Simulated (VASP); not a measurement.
# Pb (P6_3/mmc) in VASP: a series of runs

The runs below take Pb through single point, with PBEsol.

Everything below comes from runs of VASP 6.6.1. Logs are shortened: lines on timing, memory, paths and dates and some standing lists are left out, and cuts for length are marked.

**1. The cell of the first run**

It takes space group P6_3/mmc (No. 194, hexagonal). The conventional cell has a = 3.382 Å, b = 3.382 Å, c = 11.593 Å, α = 90.00°, β = 90.00°, γ = 120.00°. Pb (site symmetry -3m) has 12 Pb at 3.38 to 3.49 Å within 4.4 Å. Within 4.4 Å of Pb (site symmetry -6m2) lie 12 Pb at 3.38 to 3.49 Å.

This isn't the form of Pb at room conditions, which is fcc.

**2. Single point, PBEsol (biaxial strain in the a-b plane: -3.0 %)**

File INCAR:

```
SYSTEM = Pb
  PREC = Accurate
  ENCUT = 520
  EDIFF = 1E-6
  ISMEAR = 0
  SIGMA = 0.1
  LREAL = .FALSE.
  LASPH = .TRUE.
  NELM = 100
  ALGO = Fast
  ISIF = 2
  LWAVE = .FALSE.
  LCHARG = .FALSE.
  GGA = PS
  NBANDS = 36
```

File KPOINTS:

```
regular mesh
0
G
  18 18 6
  0 0 0
```

File POSCAR:

```
Pb
1.0
    3.3823125200      0.0000000000      0.0000000000
   -1.6911562600      2.9291685658      0.0000000000
    0.0000000000      0.0000000000     11.5934542846
Pb
4
Direct
    0.0000000000      0.0000000000      0.0000000000
    0.3333333333      0.6666666667      0.2500000000
    0.0000000000      0.0000000000      0.5000000000
    0.6666666667      0.3333333333      0.7500000000
```

Potentials or basis: VASP PAW PBE potentials, release 64 (Pb_d).

Started as:

```
$ cat potpaw_PBE.64/Pb_d/POTCAR > POTCAR
$ mpirun -np 1 vasp_std > vasp.out
```

OUTCAR:

```text
SYSTEM = Pb
   PREC = Accurate
   ENCUT = 520
   EDIFF = 1E-6
   ISMEAR = 0
   LREAL = .FALSE.
   LASPH = .TRUE.
   NELM = 100
   ISIF = 2
   GGA = PS

 ion  position               nearest neighbor table
   1  0.000  0.000  0.000-   2 3.49   4 3.49   2 3.49   4 3.49   4 3.49   2 3.49
   2  0.333  0.667  0.250-   1 3.49   3 3.49   1 3.49   3 3.49   1 3.49   3 3.49
   3  0.000  0.000  0.500-   2 3.49   4 3.49   2 3.49   4 3.49   4 3.49   2 3.49
   4  0.667  0.333  0.750-   1 3.49   3 3.49   1 3.49   3 3.49   1 3.49   3 3.49

  LATTYP: Found a hexagonal cell.
 ALAT       =     3.3823125200
 C/A-ratio  =     3.4276709252

  Lattice vectors:

 A1 = (   3.3823125200,   0.0000000000,   0.0000000000)
 A2 = (  -1.6911562600,   2.9291685658,   0.0000000000)
 A3 = (   0.0000000000,   0.0000000000,  11.5934542846)

Analysis of symmetry for initial positions (statically):
=====================================================================
 Subroutine PRICEL returns:
 Original cell was already a primitive cell.

 Routine SETGRP: Setting up the symmetry group for a
 hexagonal supercell.

 Subroutine GETGRP returns: Found 24 space group operations
 (whereof 12 operations were pure point group operations)
 out of a pool of 24 trial point group operations.

The static configuration has the point symmetry D_3d.
 The point group associated with its full space group is D_6h.

Analysis of symmetry for dynamics (positions and initial velocities):
=====================================================================
 Subroutine PRICEL returns:
 Original cell was already a primitive cell.

 Routine SETGRP: Setting up the symmetry group for a
 hexagonal supercell.

 Subroutine GETGRP returns: Found 24 space group operations
 (whereof 12 operations were pure point group operations)
 out of a pool of 24 trial point group operations.

The dynamic configuration has the point symmetry D_3d.
 The point group associated with its full space group is D_6h.

 Subroutine INISYM returns: Found 24 space group operations
 (whereof 12 operations are pure point group operations),
 and found     1 'primitive' translations

----------------------------------------------------------------------------------------

                                     Primitive cell

  volume of cell :     114.8606

  direct lattice vectors                    reciprocal lattice vectors
     3.382312520  0.000000000  0.000000000     0.295655707  0.170696902  0.000000000
    -1.691156260  2.929168566  0.000000000     0.000000000  0.341393804  0.000000000
     0.000000000  0.000000000 11.593454285     0.000000000  0.000000000  0.086255569

  length of vectors
     3.382312520  3.382312520 11.593454285     0.341393804  0.341393804  0.086255569

  position of ions in fractional coordinates (direct lattice)
     0.000000000  0.000000000  0.000000000
     0.333333333  0.666666667  0.250000000
     0.000000000  0.000000000  0.500000000
     0.666666667  0.333333333  0.750000000

  ion indices of the primitive-cell ions
   primitive index   ion index
                 1           1
                 2           2
                 3           3
                 4           4

----------------------------------------------------------------------------------------

 KPOINTS: regular mesh

Automatic generation of k-mesh.
 Grid dimensions read from file:
 generate k-points for:   18   18    6

 Generating k-lattice:

  Cartesian coordinates                     Fractional coordinates (reciprocal lattice)
     0.016425317  0.009483161  0.000000000     0.055555556 -0.000000000  0.000000000
     0.000000000  0.018966322  0.000000000     0.000000000  0.055555556  0.000000000
     0.000000000  0.000000000  0.014375928     0.000000000  0.000000000  0.166666667

  Length of vectors
     0.018966322  0.018966322  0.014375928

  Shift w.r.t. Gamma in fractional coordinates (k-lattice)
     0.000000000  0.000000000  0.000000000

 Subroutine IBZKPT returns following result:
 ===========================================

 Found    148 irreducible k-points:

 Following reciprocal coordinates:
            Coordinates               Weight
  0.000000  0.000000  0.000000      1.000000
  0.055556  0.000000  0.000000      6.000000
  0.111111  0.000000  0.000000      6.000000
  0.166667  0.000000  0.000000      6.000000
  0.222222  0.000000  0.000000      6.000000
  0.277778  0.000000  0.000000      6.000000
[... 16 lines left out ...]
  0.333333  0.111111  0.000000     12.000000
  0.388889  0.111111  0.000000     12.000000
 [... further k-points ...]
   k-points           NKPTS =    148   k-points in BZ     NKDIM =    148   number of bands    NBANDS=     36
   number of dos      NEDOS =    301   number of ions     NIONS =      4
   total plane-waves  NPLWV =  70560
   dimension x,y,z NGX =    28 NGY =   28 NGZ =   90
   dimension x,y,z NGXF=    56 NGYF=   56 NGZF=  180
   ions per type =               4
   NGX,Y,Z   is equivalent  to a cutoff of  13.76, 13.76, 12.91 a.u.
   NGXF,Y,Z  is equivalent  to a cutoff of  27.52, 27.52, 25.81 a.u.
 SYSTEM =  Pb
   PREC   = accura    normal or accurate (medium, high low for compatibility)
   ISTART =      0    job   : 0-new  1-cont  2-samecut
   ICHARG =      2    charge: 1-file 2-atom 10-const
   ISPIN  =      1    spin polarized calculation?
   LNONCOLLINEAR =      F non collinear calculations
   LSORBIT =      F    spin-orbit coupling
   LASPH  =      T    aspherical Exc in radial PAW
   ENCUT  =  520.0 eV  38.22 Ry    6.18 a.u.   6.29  6.29 21.56*2*pi/ulx,y,z
   NELM   =    100;   NELMIN=  2; NELMDL= -5     # of ELM steps
   EDIFF  = 0.1E-05   stopping-criterion for ELM
   LREAL  =      F    real-space projection
   EDIFFG = 0.1E-04   stopping-criterion for IOM
   NSW    =      0    number of steps for IOM
   IBRION =     -1    ionic relax: 0-MD 1-quasi-New 2-CG
   NFREE  =      0    steps in history (QN), initial steepest desc. (CG)
   ISIF   =      2    stress and relaxation
   ISYM   =      2    0-nonsym 1-usesym 2-fastsym
   POTIM  = 0.5000    time-step for ionic-motion
   TEBEG  =    0.0;   TEEND  =   0.0 temperature during run
   PSTRESS=    0.0 pullay stress
   NELECT =      56.0000    total number of electrons
   NUPDOWN=      -1.0000    fix difference up-down
   EMIN   =  10.00;   EMAX   =-10.00  energy-range for DOS
   EFERMI =   0.00;   METHOD = LEGACY
   ISMEAR =     0;   SIGMA  =   0.10  broadening in eV -4-tet -1-fermi 0-gaus
   EFERMI_NEDOS =   21; number of points for ismear=-14 and -15
   IALGO  =     68    algorithm
   IMIX   =      4    mixing-type and parameters
     AMIX     =   0.40;   BMIX     =  1.00
     AMIX_MAG =   1.60;   BMIX_MAG =  1.00
  volume/ion in A,a.u.               =      28.72       193.78
  Fermi-wavevector in a.u.,A,eV,Ry     =   1.288488  2.434890 22.588425  1.660202
  Thomas-Fermi vector in A             =   2.420439
   LORBIT       =      0    0 simple, 1 ext, 2 COOP (PROOUT), +10 PAW based schemes
   GGA     = PS    functional components
   LHFCALC =     F    Hartree Fock is set to
   AEXX    =    0.0000 exact exchange contribution
   IVDW    =     0    specifies the selected vdW correction
   LEPSILON=     F    determine dielectric tensor
   LRPA    =     F    only Hartree local field effects (RPA)
 non-spin polarized calculation
 RMM-DIIS sequential band-by-band and
 Gauss-broadening in eV      SIGMA  =   0.10
  energy-cutoff  :      520.00
  volume of cell :      114.86
 maximum number of plane-waves:      3116
 NGX is ok and might be reduce to    28
   NGX = 13   NGY = 13   NGZ = 43

 number of electron      56.0000000 magnetization

 Free energy of the ion-electron system (eV)
  ---------------------------------------------------
  ext. energy  EPLUGINS =         0.00000000
  ---------------------------------------------------
  free energy    TOTEN  =       -15.91740459 eV

  energy without entropy =      -15.90936123  energy(sigma->0) =      -15.91338291

 E-fermi :   7.7694     XC(G=0): -10.6053

 val. band max:        7.7347851914   @ k =   0.2222   0.1667   0.3333
 cond. band min:       7.7715662334   @ k =   0.1667   0.1667   0.0000
 fundamental gap:      0.0367810420
 Fermi energy:         7.7693570166

 k-point     1 :       0.0000    0.0000    0.0000
  band No.  band energies     occupation
      1      -9.3727      2.00000
      2      -9.3623      2.00000
      3      -9.3440      2.00000
      4      -9.3403      2.00000
      5      -9.3165      2.00000
      6      -9.3165      2.00000
[... 28 lines left out ...]
     35      15.9488      0.00000
     36      15.9496      0.00000

 k-point     2 :       0.0556    0.0000    0.0000
  band No.  band energies     occupation
      1      -9.3661      2.00000
      2      -9.3598      2.00000
      3      -9.3412      2.00000
      4      -9.3361      2.00000
      5      -9.3180      2.00000
      6      -9.3070      2.00000
[... 28 lines left out ...]
     35      15.4361      0.00000
     36      16.0415      0.00000

 k-point     3 :       0.1111    0.0000    0.0000
  band No.  band energies     occupation
      1      -9.3647      2.00000
      2      -9.3547      2.00000
      3      -9.3321      2.00000
      4      -9.3316      2.00000
      5      -9.3135      2.00000
      6      -9.2966      2.00000
[... 28 lines left out ...]
     35      14.6931      0.00000
     36      16.0849      0.00000
[... 742 lines left out ...]
 k-point    23 :       0.3333    0.1111    0.0000
  band No.  band energies     occupation
      1      -9.4497      2.00000
      2      -9.3954      2.00000
      3      -9.3947      2.00000
      4      -9.3538      2.00000
      5      -9.3395      2.00000
      6      -9.3075      2.00000
[... 28 lines left out ...]
     35      11.8461      0.00000
     36      12.3225      0.00000

 k-point    24 :       0.3889    0.1111    0.0000
  band No.  band energies     occupation
      1      -9.4626      2.00000
      2      -9.4085      2.00000
      3      -9.4012      2.00000
      4      -9.3655      2.00000
      5      -9.3493      2.00000
      6      -9.3179      2.00000
[... 28 lines left out ...]
     35      11.8864      0.00000
     36      12.1125      0.00000

 [... further k-points ...]

------------------------ aborting loop because EDIFF is reached ----------------------------------------

  FORCE on cell =-STRESS in cart. coord.  units (eV):
  Direction    XX          YY          ZZ          XY          YZ          ZX
  --------------------------------------------------------------------------------------
  -------------------------------------------------------------------------------------
  Total        2.1920716      2.1920716      0.5732257      0.0000000      0.0000000      0.0000000
  in kB       30.5769644     30.5769644      7.9958618      0.0000000      0.0000000      0.0000000
  external PRESSURE =      23.0499302 kB  Pullay stress =       0.0000000 kB

 VOLUME and BASIS-vectors are now :
 -----------------------------------------------------------------------------
  energy-cutoff  :      520.00
  volume of cell :      114.86
      direct lattice vectors                 reciprocal lattice vectors
     3.382312520  0.000000000  0.000000000     0.295655707  0.170696902  0.000000000
    -1.691156260  2.929168566  0.000000000     0.000000000  0.341393804  0.000000000
     0.000000000  0.000000000 11.593454285     0.000000000  0.000000000  0.086255569

 POSITION                                       TOTAL-FORCE (eV/Angst)
 -----------------------------------------------------------------------------------
      0.00000      0.00000      0.00000        -0.000000      0.000000      0.000000
     -0.00000      1.95278      2.89836         0.000000     -0.000000      0.000000
      0.00000      0.00000      5.79673        -0.000000      0.000000      0.000000
      1.69116      0.97639      8.69509        -0.000000      0.000000     -0.000000
 -----------------------------------------------------------------------------------
    total drift:                                0.000000     -0.000000      0.000000

  FREE ENERGIE OF THE ION-ELECTRON SYSTEM (eV)
  ---------------------------------------------------
  free  energy   TOTEN  =       -15.9174045928 eV

  energy  without entropy=      -15.9093612318  energy(sigma->0) =      -15.91338291
```

Wall time 18 min (1 thread of Oxide Virtual Turin-like, shared host); peak memory 0.51 GiB.

What came out:

| Quantity | Value |
| --- | --- |
| Free energy | -15.9174 eV |
| Pressure | 2.3 GPa |
| Band gap on the k mesh | zero (bands 28 and 29 overlap by 8.62 eV) |

Caveat: the cell differs from its parent crystal (biaxial strain in the a-b plane: -3.0 %); the PAW data sets were made with another functional, which shifts forces and pressure a little; spin-orbit coupling is left out, which moves the levels of the heavy elements.

**3. Single point, PBEsol (biaxial strain in the a-b plane: -3.0 %, then relaxed in part)**

File INCAR:

```
ALGO = Fast
EDIFF = 1E-6
ENCUT = 520
GGA = PS
ISIF = 2
ISMEAR = 0
LASPH = T
LCHARG = T
LELF = T
LREAL = F
LVHAR = T
LWAVE = F
NBANDS = 36
NELM = 60
PREC = Accurate
SIGMA = 0.1
```

File KPOINTS:

```
k-points
0
Gamma
  18 18 6
```

Changes to POSCAR since step 2:

```diff
@@ -4,3 +4,3 @@
    -1.6911562600      2.9291685658      0.0000000000
-    0.0000000000      0.0000000000     11.5934542846
+    0.0000000000      0.0000000000     11.7025521467
 Pb
```

Potentials or basis: VASP PAW PBE potentials, release 64 (Pb_d).

Started as:

```
$ cat potpaw_PBE.64/Pb_d/POTCAR > POTCAR
$ mpirun -np 1 vasp_std > vasp.out
```

Run time: 19 min. Hardware: 1 thread of Oxide Virtual Turin-like, shared host; peak memory 0.52 GiB.

The run converged. Its results:

```yaml
Free_energy: -15.9204 eV
Pressure: 1.8 GPa
Band_gap_on_the_k_mesh: zero (bands 28 and 29 overlap by 8.64 eV)
```

Stress tensor (GPa, compression positive):
```
 2.75  0.00  0.00
 0.00  2.75  0.00
 0.00  0.00 -0.05
```

Levels at points of the mesh, in eV from the Fermi level:
| k point | band 25 | band 26 | band 27 | band 28 | band 29 | band 30 | band 31 | band 32 |
| --- | --- | --- | --- | --- | --- | --- | --- | --- |
| (0.00, 0.00, 0.00) | -4.62 | 0.07 | 0.08 | 6.47 | 6.47 | 6.64 | 7.23 | 7.23 |
| (0.50, 0.00, 0.00) | -4.30 | -3.98 | -2.78 | -2.30 | -0.13 | 0.75 | 2.51 | 3.25 |
| (0.00, 0.00, 0.50) | -3.06 | -3.06 | 3.82 | 3.82 | 6.68 | 6.68 | 6.68 | 6.68 |
| (0.50, 0.00, 0.50) | -3.80 | -3.80 | -3.10 | -3.10 | 1.06 | 1.06 | 2.72 | 2.72 |

Caveat: the cell differs from its parent crystal (biaxial strain in the a-b plane: -3.0 %, then relaxed in part); the PAW data sets were made with another functional, which shifts forces and pressure a little; spin-orbit coupling is left out, which moves the levels of the heavy elements.

The gap in the log of VASP goes by the Fermi energy; the results here count the filled bands.